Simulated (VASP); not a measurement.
A run of VASP 6.6.1 is set up as follows.

The input INCAR:

```
SYSTEM = GaP
PREC = Accurate
ENCUT = 520
EDIFF = 1E-6
ISMEAR = 0
SIGMA = 0.05
LREAL = .FALSE.
LASPH = .TRUE.
NELM = 100
ALGO = Normal
ISIF = 2
LWAVE = .FALSE.
LCHARG = .TRUE.
GGA = PE
LELF = .TRUE.
LVHAR = .TRUE.
NBANDS = 16
```

The input KPOINTS:

```
regular mesh
0
G
  10 10 10
  0 0 0
```

The input POSCAR:

```
GaP
1.0
    0.0000000000      2.7026950684      2.7026950684
    2.7026950684      0.0000000000      2.7026950684
    2.7026950684      2.7026950684      0.0000000000
Ga P
1 1
Direct
    0.0000000000      0.0000000000      0.0000000000
    0.7500000000      0.7500000000      0.7500000000
```

Potentials or basis: VASP PAW PBE potentials, release 64 (Ga_d, P).

Command:

```console
$ cat potpaw_PBE.64/Ga_d/POTCAR potpaw_PBE.64/P/POTCAR > POTCAR
$ mpirun -np 1 vasp_std > vasp.out
```

**Question.** What does it give for the pressure?

**Answer.** 4.7 GPa.

**Question.** Predict the band gap on the k mesh.

**Answer.** 1.56 eV, indirect (least direct gap 2.03 eV).

 A k mesh can miss the band edges.
